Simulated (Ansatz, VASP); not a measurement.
## Pt: VASP beside Ansatz

```
Pt
1.0
     0.00000    1.98578    1.98578
     1.98578    0.00000    1.98578
     1.98578    1.98578    0.00000
Pt
1
Direct
  0.00000 0.00000 0.00000
```

Alike in both runs: task single point; functional PBE; k mesh 14 × 14 × 14; occupations gaussian, width 0.03 eV; no spin polarisation.

```csv
,VASP,Ansatz
version,VASP 6.6.1,Ansatz 0.2.0
potentials or method,"VASP PAW PBE potentials, release 64 (Pt), cutoff 520 eV","plane waves (420 eV) with PAW, scalar-relativistic"
valence electrons in the cell,10,18
```

VASP gave:

| Item | Value |
| --- | --- |
| pressure (GPa) | -1.0 |

Estimate Ansatz's values.

pressure (GPa): -0.5.

VASP's potentials hold 10 valence electrons a cell and Ansatz's 18, so a difference there can come from the potentials and not from the codes.

Spin-orbit coupling is off throughout.
